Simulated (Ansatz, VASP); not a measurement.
## BaTiO3: VASP beside Ansatz

The input INCAR:

```
PREC = Accurate ; ENCUT = 520
EDIFF = 1E-7 ; ISMEAR = 0
SIGMA = 0.05 ; LREAL = False
LASPH = True ; NELM = 60
ALGO = Normal ; ISIF = 2
LWAVE = False ; LCHARG = False
GGA = PE ; NBANDS = 28
```

The input KPOINTS:

```
Automatic mesh
0
Gamma
  8 8 8
```

POSCAR

```
BaTiO3
1.0
    4.0192501416      0.0000000000      0.0000000000
    0.0000000000      4.0192501416      0.0000000000
    0.0000000000      0.0000000000      4.1398276458
Ba Ti O
1 1 3
Direct
    0.5000000000      0.5000000000      0.5000000000
    0.0000000000      0.0000000000      0.0000000000
    0.5000000000      0.0000000000      0.0000000000
    0.0000000000      0.5000000000      0.0000000000
    0.0000000000      0.0000000000      0.5000000000
```

Input for Ansatz:

```yaml
crystal:
  lattice:
    - [4.0192501416, 0.0, 0.0]
    - [0.0, 4.0192501416, 0.0]
    - [0.0, 0.0, 4.1398276458]
  atoms:
    - { symbol: Ba, position: [0.5, 0.5, 0.5] }
    - { symbol: Ti, position: [0.0, 0.0, 0.0] }
    - { symbol: O, position: [0.5, 0.0, 0.0] }
    - { symbol: O, position: [0.0, 0.5, 0.0] }
    - { symbol: O, position: [0.0, 0.0, 0.5] }
basis:
  ecutwfc: 420
kpoints:
  mp_grid: { grid: [8, 8, 8] }
hamiltonian:
  xc: pbe
scf:
  occupations: { method: gaussian, width: 0.05 }
output:
  forces: true
  stress: true
  eigenvalues: true
```

Change from the starting cell: strain +0.0300 x Voigt [0, 0, 1, 0, 0, 0], atoms carried along.

Alike in both runs: task single point; functional PBE; k mesh 8 × 8 × 8; occupations gaussian, width 0.05 eV; no spin polarisation.

```csv
,VASP,Ansatz
version,VASP 6.6.1,Ansatz 0.2.0
potentials or method,"VASP PAW PBE potentials, release 64 (Ba_sv, Ti_sv, O), cutoff 520 eV","scalar-relativistic, plane waves, PAW"
valence electrons in the cell,40,40
```

|  | VASP | Ansatz | Ansatz less VASP |
| --- | --- | --- | --- |
| gap on the k mesh at the Fermi level (eV) | 1.61 | 1.66 | +0.056 |
| least direct gap on the mesh (eV) | 1.81 | 1.84 | +0.027 |
| pressure (GPa) | -2.8 | -4.3 | -1.54 |
| traceless stress, the component that is largest in VASP (GPa) | -3.04 | -2.92 | +0.123 |

With one functional, cell and mesh, what is left measures potentials, basis and numerics.

Neither program's run includes spin-orbit coupling.
